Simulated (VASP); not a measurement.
Input of a VASP 6.6.1 run:

INCAR

```
SYSTEM = GaSb
PREC = Accurate
ENCUT = 520
EDIFF = 1E-6
ISMEAR = -1
SIGMA = 0.15
LREAL = .False.
LASPH = .True.
NELM = 80
ALGO = Normal
ISIF = 2
LWAVE = .False.
LCHARG = .False.
GGA = PS
NBANDS = 16
```

The input KPOINTS:

```
regular mesh
0
Gamma
  12 12 12
  0 0 0
```

File POSCAR:

```
GaSb
1.0
    0.0000000000      3.0375123429      3.0375123429
    3.0375123429      0.0000000000      3.0375123429
    3.0375123429      3.0375123429      0.0000000000
Ga Sb
1 1
Direct
    0.0000000000      0.0000000000      0.0000000000
    0.7500000000      0.7500000000      0.7500000000
```

Potentials or basis: VASP PAW PBE potentials, release 64 (Ga_d, Sb).

Command:

```sh
$ cat potpaw_PBE.64/Ga_d/POTCAR potpaw_PBE.64/Sb/POTCAR > POTCAR
$ mpirun -np 1 vasp_std > vasp.out
```

What does it give for the pressure?

1.1 GPa.

Caveat: the PAW data sets were made with another functional, which shifts forces and pressure a little.
